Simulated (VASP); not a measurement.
Here is a VASP 6.6.1 calculation.

POSCAR

```
RbBr
1.0
    4.1642523828      0.0000000000      0.0000000000
    0.0000000000      4.1642523828      0.0000000000
    0.0000000000      0.0000000000      4.1151734636
Rb Br
1 1
Direct
    0.0000000000      0.0000000000      0.0000000000
    0.5000000000      0.5000000000      0.5000000000
```

File INCAR.step1:

```
  ALGO = Normal
  EDIFF = 1E-5
  ENCUT = 520
  GGA = PE
  ISIF = 2
  ISMEAR = 0
  LASPH = T
  LCHARG = F
  LREAL = F
  LWAVE = T
  NBANDS = 15
  NELM = 100
  PREC = Accurate
  SIGMA = 0.01
```

The input INCAR.step2:

```
  ALGO = Normal
  EDIFF = 1E-6
  ENCUT = 520
  GGA = PE
  HFSCREEN = 0.2079
  ISIF = 2
  ISMEAR = 0
  ISTART = 1
  LASPH = T
  LCHARG = F
  LHFCALC = T
  LREAL = F
  LWAVE = F
  NBANDS = 15
  NELM = 100
  PREC = Accurate
  PRECFOCK = Normal
  SIGMA = 0.01
```

The input KPOINTS:

```
k-points
0
Gamma
  4 4 4
```

Potentials or basis: VASP PAW PBE potentials, release 64 (Rb_sv, Br).

The run is started by

```sh
$ cat potpaw_PBE.64/Rb_sv/POTCAR potpaw_PBE.64/Br/POTCAR > POTCAR
$ cp INCAR.step1 INCAR
$ mpirun -np 1 vasp_std > vasp.out
$ cp INCAR.step2 INCAR
$ mpirun -np 1 vasp_std > vasp.out
```

**Question.** Predict the pressure.

**Answer.** 0.2 GPa.

**Question.** Estimate the band gap on the k mesh.

**Answer.** 5.17 eV, indirect (least direct gap 5.33 eV).

Stress tensor (GPa, compression positive):
```
0.08 0.00 0.00
0.00 0.08 0.00
0.00 0.00 0.45
```

Caveat: the cell differs from its parent crystal (epitaxial xy strain +0.9%); the PAW data sets were made with another functional, which shifts forces and pressure a little. A k mesh can miss the band edges.
